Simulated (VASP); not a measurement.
# Mg2BeF6 (a cell with a defect) in VASP: single point with PBEsol

Aim: the single point of Mg2BeF6 (a cell with a defect) with PBEsol.

Program: VASP 6.6.1. These are calculated values, not measurements. Logs are shortened: lines on timing, memory, paths and dates and some standing lists are left out, and cuts for length are marked.

**1. The cell of the first run**

The cell holds a defect, 9 atoms: a = 7.983 Å, b = 3.991 Å, c = 3.991 Å, α = 90.00°, β = 90.00°, γ = 90.00°.

**2. Single point, PBEsol, collinear spin**

INCAR reads:

```
SYSTEM = Mg2BeF6
PREC = Accurate
ENCUT = 520
EDIFF = 1E-6
ISMEAR = -1
SIGMA = 0.05
LREAL = .False.
LASPH = .True.
NELM = 200
ALGO = Normal
ISIF = 2
LWAVE = .False.
LCHARG = .True.
ISPIN = 2
MAGMOM = 0.444 0.444 0.444 0.444 0.444 0.444 0.444 0.444 0.444
LORBIT = 11
GGA = PS
LELF = .True.
LVHAR = .True.
NELECT = 50.0
NBANDS = 38
GGA_COMPAT = .False.
```

KPOINTS reads:

```
Automatic mesh
0
Gamma
  2 2 2
  0.5 0.5 0.5
```

POSCAR reads:

```
Mg2BeF6
1.0
    7.9825440000      0.0000000000      0.0000000000
    0.0000000000      3.9912720000      0.0000000000
    0.0000000000      0.0000000000      3.9912720000
Be Mg F
1 2 6
Direct
    0.4991340000      0.9960950000      0.0058930000
    0.2527450000      0.5019930000      0.5028870000
    0.7510300000      0.4960090000      0.5013370000
    0.2481600000      0.5004350000      0.0008890000
    0.7521500000      0.4977300000      0.9994050000
    0.9991590000      0.4988220000      0.4876190000
    0.5029790000      0.4949170000      0.4924680000
    0.2502760000      0.9917120000      0.5060380000
    0.7510050000      0.0072120000      0.5033170000
```

Potentials or basis: VASP PAW PBE potentials, release 64 (Be, Mg, F).

Launch:

```console
$ cat potpaw_PBE.64/Be/POTCAR potpaw_PBE.64/Mg/POTCAR potpaw_PBE.64/F/POTCAR > POTCAR
$ mpirun -np 1 vasp_std > vasp.out
```

OUTCAR:

```text
SYSTEM = Mg2BeF6
   PREC = Accurate
   ENCUT = 520
   EDIFF = 1E-6
   ISMEAR = -1
   LREAL = .False.
   LASPH = .True.
   NELM = 200
   ISIF = 2
   ISPIN = 2
   LORBIT = 11
   GGA = PS
   NELECT = 50.0

 ion  position               nearest neighbor table
   1  0.499  0.996  0.006-
   2  0.253  0.502  0.503-   8 1.95   4 1.99   7 2.00   4 2.00   6 2.03   8 2.04
   3  0.751  0.496  0.501-   9 1.95   7 1.98   6 1.98   5 1.99   5 2.00   9 2.04
   4  0.248  0.500  0.001-   2 1.99   2 2.00
   5  0.752  0.498  0.999-   3 1.99   3 2.00
   6  0.999  0.499  0.488-   3 1.98   2 2.03
   7  0.503  0.495  0.492-   3 1.98   2 2.00
   8  0.250  0.992  0.506-   2 1.95   2 2.04
   9  0.751  0.007  0.503-   3 1.95   3 2.04

  LATTYP: Found a simple tetragonal cell.
 ALAT       =     3.9912720000
 C/A-ratio  =     2.0000000000

  Lattice vectors:

 A1 = (   0.0000000000,   3.9912720000,   0.0000000000)
 A2 = (   0.0000000000,   0.0000000000,   3.9912720000)
 A3 = (   7.9825440000,   0.0000000000,   0.0000000000)

Analysis of symmetry for initial positions (statically):
=====================================================================
 Subroutine PRICEL returns:
 Original cell was already a primitive cell.

 Routine SETGRP: Setting up the symmetry group for a
 simple tetragonal supercell.

 Subroutine GETGRP returns: Found  1 space group operations
 (whereof  1 operations were pure point group operations)
 out of a pool of 16 trial point group operations.

The static configuration has the point symmetry C_1 .

Analysis of symmetry for dynamics (positions and initial velocities):
=====================================================================
 Subroutine PRICEL returns:
 Original cell was already a primitive cell.

 Routine SETGRP: Setting up the symmetry group for a
 simple tetragonal supercell.

 Subroutine GETGRP returns: Found  1 space group operations
 (whereof  1 operations were pure point group operations)
 out of a pool of 16 trial point group operations.

The dynamic configuration has the point symmetry C_1 .

Analysis of structural, dynamic, and magnetic symmetry:
=====================================================================
 Subroutine PRICEL returns:
 Original cell was already a primitive cell.

 Routine SETGRP: Setting up the symmetry group for a
 simple tetragonal supercell.

 Subroutine GETGRP returns: Found  1 space group operations
 (whereof  1 operations were pure point group operations)
 out of a pool of 16 trial point group operations.

The overall configuration has the point symmetry C_1 .

 Subroutine INISYM returns: Found  1 space group operations
 (whereof  1 operations are pure point group operations),
 and found     1 'primitive' translations

----------------------------------------------------------------------------------------

                                     Primitive cell

  volume of cell :     127.1639

  direct lattice vectors                    reciprocal lattice vectors
     7.982544000  0.000000000  0.000000000     0.125273346  0.000000000  0.000000000
     0.000000000  3.991272000  0.000000000     0.000000000  0.250546693  0.000000000
     0.000000000  0.000000000  3.991272000     0.000000000  0.000000000  0.250546693

  length of vectors
     7.982544000  3.991272000  3.991272000     0.125273346  0.250546693  0.250546693

  position of ions in fractional coordinates (direct lattice)
     0.499134000  0.996095000  0.005893000
     0.252745000  0.501993000  0.502887000
     0.751030000  0.496009000  0.501337000
     0.248160000  0.500435000  0.000889000
     0.752150000  0.497730000  0.999405000
     0.999159000  0.498822000  0.487619000
     0.502979000  0.494917000  0.492468000
     0.250276000  0.991712000  0.506038000
     0.751005000  0.007212000  0.503317000

[... 45 lines left out ...]
   number of dos      NEDOS =    301   number of ions     NIONS =      9
   total plane-waves  NPLWV =  54000
   dimension x,y,z NGX =    60 NGY =   30 NGZ =   30
   dimension x,y,z NGXF=   120 NGYF=   60 NGZF=   60
   ions per type =               1   2   6
   NGX,Y,Z   is equivalent  to a cutoff of  12.50, 12.50, 12.50 a.u.
   NGXF,Y,Z  is equivalent  to a cutoff of  24.99, 24.99, 24.99 a.u.
 SYSTEM =  Mg2BeF6
   PREC   = accura    normal or accurate (medium, high low for compatibility)
   ISTART =      0    job   : 0-new  1-cont  2-samecut
   ICHARG =      2    charge: 1-file 2-atom 10-const
   ISPIN  =      2    spin polarized calculation?
   LNONCOLLINEAR =      F non collinear calculations
   LSORBIT =      F    spin-orbit coupling
   LASPH  =      T    aspherical Exc in radial PAW
   ENCUT  =  520.0 eV  38.22 Ry    6.18 a.u.  14.84  7.42  7.42*2*pi/ulx,y,z
   NELM   =    200;   NELMIN=  2; NELMDL= -5     # of ELM steps
   EDIFF  = 0.1E-05   stopping-criterion for ELM
   LREAL  =      F    real-space projection
   EDIFFG = 0.1E-04   stopping-criterion for IOM
   NSW    =      0    number of steps for IOM
   IBRION =     -1    ionic relax: 0-MD 1-quasi-New 2-CG
   NFREE  =      0    steps in history (QN), initial steepest desc. (CG)
   ISIF   =      2    stress and relaxation
   ISYM   =      2    0-nonsym 1-usesym 2-fastsym
   POTIM  = 0.5000    time-step for ionic-motion
   TEBEG  =    0.0;   TEEND  =   0.0 temperature during run
   PSTRESS=    0.0 pullay stress
   NELECT =      50.0000    total number of electrons
   NUPDOWN=      -1.0000    fix difference up-down
   EMIN   =  10.00;   EMAX   =-10.00  energy-range for DOS
   EFERMI =   0.00;   METHOD = LEGACY
   ISMEAR =    -1;   SIGMA  =   0.05  broadening in eV -4-tet -1-fermi 0-gaus
   EFERMI_NEDOS =   21; number of points for ismear=-14 and -15
   IALGO  =     38    algorithm
   IMIX   =      4    mixing-type and parameters
     AMIX     =   0.40;   BMIX     =  1.00
     AMIX_MAG =   1.60;   BMIX_MAG =  1.00
  volume/ion in A,a.u.               =      14.13        95.35
  Fermi-wavevector in a.u.,A,eV,Ry     =   1.199343  2.266430 19.570951  1.438424
  Thomas-Fermi vector in A             =   2.335208
   LORBIT       =     11    0 simple, 1 ext, 2 COOP (PROOUT), +10 PAW based schemes
   GGA     = PS    functional components
   LHFCALC =     F    Hartree Fock is set to
   AEXX    =    0.0000 exact exchange contribution
   IVDW    =     0    specifies the selected vdW correction
   LEPSILON=     F    determine dielectric tensor
   LRPA    =     F    only Hartree local field effects (RPA)
 spin polarized calculation
  energy-cutoff  :      520.00
  volume of cell :      127.16
 maximum number of plane-waves:      3424
 NGX is ok and might be reduce to    60
   NGX = 29   NGY = 15   NGZ = 15

 number of electron      49.9999982 magnetization       0.0002499

 number of electron      49.9999982 magnetization      -0.0002525

 Free energy of the ion-electron system (eV)
  ---------------------------------------------------
  ext. energy  EPLUGINS =         0.00000000
  ---------------------------------------------------
  free energy    TOTEN  =       -40.78632920 eV

  energy without entropy =      -40.78632920  energy(sigma->0) =      -40.78632920

 E-fermi :   2.6237     XC(G=0):  -8.9169

 val. band max:        1.3679010680   @ k =   0.2500   0.2500   0.2500
 cond. band min:       4.5269490503   @ k =   0.2500  -0.2500  -0.2500
 fundamental gap:      3.1590479824
 Fermi energy:         2.6237006766

 spin component 1

 k-point     1 :       0.2500    0.2500    0.2500
  band No.  band energies     occupation
      1     -22.7668      1.00000
      2     -22.6106      1.00000
      3     -22.4031      1.00000
      4     -22.3662      1.00000
      5     -22.2846      1.00000
      6     -22.1866      1.00000
[... 149 lines left out ...]
     36      12.6743      0.00000
     37      12.8345      0.00000
 Fermi energy:         2.6237006766

 spin component 2

 k-point     1 :       0.2500    0.2500    0.2500
  band No.  band energies     occupation
      1     -22.7667      1.00000
      2     -22.6105      1.00000
      3     -22.4030      1.00000
      4     -22.3660      1.00000
      5     -22.2845      1.00000
      6     -22.1864      1.00000
[... 149 lines left out ...]
     36      12.6740      0.00000
     37      12.8343      0.00000
 [bands above 37 left out]

------------------------ aborting loop because EDIFF is reached ----------------------------------------

  FORCE on cell =-STRESS in cart. coord.  units (eV):
  Direction    XX          YY          ZZ          XY          YZ          ZX
  --------------------------------------------------------------------------------------
  -------------------------------------------------------------------------------------
  Total        9.8255191      9.5744491      9.4162059      0.0390931     -0.0037394     -0.0059913
  in kB      123.7947179    120.6314106    118.6376563      0.4925460     -0.0471143     -0.0754866
  external PRESSURE =     121.0212616 kB  Pullay stress =       0.0000000 kB

 VOLUME and BASIS-vectors are now :
 -----------------------------------------------------------------------------
  energy-cutoff  :      520.00
  volume of cell :      127.16
      direct lattice vectors                 reciprocal lattice vectors
     7.982544000  0.000000000  0.000000000     0.125273346  0.000000000  0.000000000
     0.000000000  3.991272000  0.000000000     0.000000000  0.250546693  0.000000000
     0.000000000  0.000000000  3.991272000     0.000000000  0.000000000  0.250546693

 POSITION                                       TOTAL-FORCE (eV/Angst)
 -----------------------------------------------------------------------------------
      3.98436      3.97569      0.02352         0.032946      0.007223      0.011534
      2.01755      2.00359      2.00716        -0.164421     -0.275683     -0.071673
      5.99513      1.97971      2.00097         0.074039      0.287947     -0.063104
      1.98095      1.99737      0.00355        -0.278012     -0.059509      0.011563
      6.00407      1.98658      3.98890         0.290470      0.063033      0.006756
      7.97583      1.99093      1.94622         0.192410      0.007582      0.129056
      4.01505      1.97535      1.96557        -0.145761      0.034569      0.043304
      1.99784      3.95819      2.01974        -0.314389      0.359786     -0.039883
      5.99493      0.02879      2.00888         0.312717     -0.424948     -0.027553
 -----------------------------------------------------------------------------------
    total drift:                                0.002061     -0.001902      0.001644

  FREE ENERGIE OF THE ION-ELECTRON SYSTEM (eV)
  ---------------------------------------------------
  free  energy   TOTEN  =       -40.7863291962 eV

  energy  without entropy=      -40.7863291962  energy(sigma->0) =      -40.78632920

 total charge

# of ion       s       p       d       tot
------------------------------------------
    1        0.716   0.062   0.000   0.778
    2        0.134   0.165   0.082   0.381
    3        0.136   0.170   0.085   0.391
    4        1.735   4.404   0.000   6.139
    5        1.735   4.405   0.000   6.139
    6        1.729   4.413   0.000   6.142
    7        1.742   4.395   0.000   6.137
    8        1.735   4.404   0.000   6.139
    9        1.735   4.405   0.000   6.140
--------------------------------------------------
tot         11.397  26.823   0.167  38.387

 magnetization (x)

# of ion       s       p       d       tot
------------------------------------------
    1       -0.000  -0.000   0.000  -0.000
    2       -0.000  -0.000  -0.000  -0.000
    3       -0.000  -0.000  -0.000  -0.000
    4        0.000   0.000   0.000   0.000
    5        0.000   0.000   0.000   0.000
    6        0.000   0.000   0.000   0.000
    7        0.000   0.000   0.000   0.000
    8        0.000   0.000   0.000   0.000
    9        0.000   0.000   0.000   0.000
--------------------------------------------------
tot         -0.000   0.000  -0.000   0.000
```

Run time: 71 s. Hardware: 1 thread of Intel Xeon Platinum 8259CL at 2.50GHz (Skylake/Cascade Lake), shared host; peak memory 0.27 GiB.

Results:

* Free energy: -40.7863 eV
* Largest force: 0.528 eV/Å
* Net moment: 0.00 μB per cell
* Valence electrons inside the program's atomic spheres: Be 0.78; Mg 0.38, 0.39; F 6.14

Forces in eV/Å, atoms in the order of the input:
```
Be   0.033  0.007  0.012
Mg  -0.164 -0.276 -0.072
Mg   0.074  0.288 -0.063
F   -0.278 -0.060  0.012
F    0.290  0.063  0.007
F    0.192  0.008  0.129
F   -0.146  0.035  0.043
F   -0.314  0.360 -0.040
F    0.313 -0.425 -0.028
```

Levels at points of the mesh, in eV from the Fermi level:
Spin up:
```
           k point  band 23  band 24  band 25  band 26  band 27  band 28
(0.25, 0.25, 0.25)    -5.75    -5.61    -1.26     1.93     2.04     2.61
```
Spin down:
```csv
k point,band 22,band 23,band 24,band 25,band 26,band 27,band 28,band 29
"(0.25, 0.25, 0.25)",-5.76,-5.75,-5.61,-1.26,1.93,2.04,2.61,3.87
```

Caveat: the k points lie up to 0.79 Å⁻¹ apart; the cell carries a net charge on a neutralising background, which shifts energy and pressure; the cell is charged against a uniform background, so pressure and absolute levels hang on convention; the PAW data sets were made with another functional, which shifts forces and pressure a little.
